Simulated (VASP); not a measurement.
Write the native input for VASP 6.6.1 that does the following.

```
Task                   : single point
Functional             : PBE
Dispersion             : D3(BJ)
Potentials or basis    : VASP PAW PBE potentials, release 64 (O, H, Cl)
Cutoff                 : 520 eV
k mesh                 : 1 × 1 × 1
Occupations            : fermi-dirac, width 0.02 eV
Spin                   : no spin polarisation
Dipole correction      : no
Further INCAR settings : LREAL = Auto; ALGO = Normal; EDIFF = 1e-06; NBANDS = 44
```

The structure of H13ClO6 lies in POSCAR:

```
H13ClO6
1.0
    6.1357920000      0.0000000000      0.0000000000
    0.0000000000      6.1357920000      0.0000000000
    0.0000000000      0.0000000000      6.1357920000
O H Cl
6 13 1
Direct
    0.7532849875      0.7560556160      0.6045837277
    0.5490407758      0.1271229533      0.8919141979
    0.8285156994     -0.0541250420      0.2149518758
    0.5941042330      0.4910531517      0.3423518920
    0.3422378073      1.0257844464      0.3875294339
    0.9709423005      0.2366279691      0.6567041386
    0.7052227325      0.6110376623      0.5360188220
    0.7508403153      0.8590089103      0.4746738481
    0.4875328238      0.2742596229      0.8811576403
    0.4592398178      0.0050197269      0.8339754672
    0.7233947957     -0.0422602331      0.1030184856
    0.9297251276     -0.1638093338      0.1609246207
    0.4667042168      0.5837714186      0.2886505931
    0.5455041501      0.3445520969      0.3403961542
    0.3053232574      0.9996101563      0.2267188979
    0.1927379546      1.0424734085      0.4547579188
    1.0349764138      0.3721768926      0.7165986070
    0.8642079132      0.1879952906      0.7654431571
   -0.0899150428      0.7492920229      0.6706550678
    0.1602727081      0.6942054098      0.8836512059
```

One way to write it, as run:

INCAR

```
  ALGO = Normal
  EDIFF = 1E-6
  ENCUT = 520
  GGA = PE
  ISIF = 2
  ISMEAR = -1
  IVDW = 12
  LASPH = T
  LCHARG = F
  LREAL = Auto
  LWAVE = F
  NBANDS = 44
  NELM = 100
  PREC = Accurate
  SIGMA = 0.02
```

KPOINTS

```
k-points
0
Gamma
  1 1 1
```

Potentials or basis: VASP PAW PBE potentials, release 64 (O, H, Cl).

The run is started by

```console
$ cat potpaw_PBE.64/O/POTCAR potpaw_PBE.64/H/POTCAR potpaw_PBE.64/Cl/POTCAR > POTCAR
$ mpirun -np 1 vasp_gam > vasp.out
```

Results of the run:

| Property | Result |
| --- | --- |
| Pressure | -2.3 GPa |
| Largest force | 2.691 eV/Å |
| Band gap on the k mesh | 4.13 eV |
| Dispersion energy per atom | -0.037 eV |

Caveat: the k points lie up to 1.02 Å⁻¹ apart.

Run time: 20 s on 1 thread of Intel(R) Xeon(R) Platinum 8488C (Sapphire Rapids) (shared host), peak memory 0.3 GiB.
